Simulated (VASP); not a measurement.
A run of VASP 6.6.1 is set up as follows.

The input POSCAR:

```
Au
1.0
    2.8707087448      0.0000000000      0.0000000000
   -0.0132094378      2.8754912702      0.0000000000
   -1.1602089120     -1.2086602150      5.0205878461
Au
2
Direct
    0.6728620000      0.6659620000      0.2740550000
    0.3271380000      0.3340380000      0.7259450000
```

INCAR.step1

```
ALGO     = Normal         # electronic algorithm
EDIFF    = 1E-4           # SCF threshold, eV
ENCUT    = 520            # plane-wave cutoff, eV
GGA      = PE             # functional
ISMEAR   = -1             # smearing method
LASPH    = T              # aspherical terms in the spheres
LCHARG   = F              # write CHGCAR
LREAL    = F              # projectors in reciprocal space
LWAVE    = T              # write WAVECAR
NBANDS   = 18             # bands
NELM     = 60             # most SCF steps
PREC     = Accurate       # precision mode
SIGMA    = 0.05           # smearing width, eV
```

File INCAR.step2:

```
ALGO     = Normal         # electronic algorithm
EDIFF    = 1E-6           # SCF threshold, eV
ENCUT    = 520            # plane-wave cutoff, eV
ISIF     = 2              # what is computed and relaxed
ISMEAR   = -1             # smearing method
ISTART   = 1            
LASPH    = T              # aspherical terms in the spheres
LCHARG   = T              # write CHGCAR
LELF     = T              # ELF
LMIXTAU  = T            
LREAL    = F              # projectors in reciprocal space
LVHAR    = T            
LWAVE    = F              # write WAVECAR
METAGGA  = R2SCAN         # meta-GGA
NBANDS   = 18             # bands
NELM     = 60             # most SCF steps
PREC     = Accurate       # precision mode
SIGMA    = 0.05           # smearing width, eV
```

File KPOINTS:

```
k-points
0
Gamma
  10 10 6
```

Potentials or basis: VASP PAW PBE potentials, release 64 (Au).

Command:

```sh
$ cat potpaw_PBE.64/Au/POTCAR > POTCAR
$ cp INCAR.step1 INCAR
$ mpirun -np 1 vasp_std > vasp.out
$ cp INCAR.step2 INCAR
$ mpirun -np 1 vasp_std > vasp.out
```

(1) What does it give for the band gap on the k mesh?

(2) What does it give for the largest force?

(3) Estimate the pressure.

## Answers

(1) zero (band 11 reaches 9.88 eV, above the bottom of band 12 at 4.43 eV).

(2) 0.084 eV/Å.

(3) -9.3 GPa.

Caveat: the PAW data sets were made with another functional, which shifts forces and pressure a little; spin-orbit coupling is left out, which moves the levels of the heavy elements.
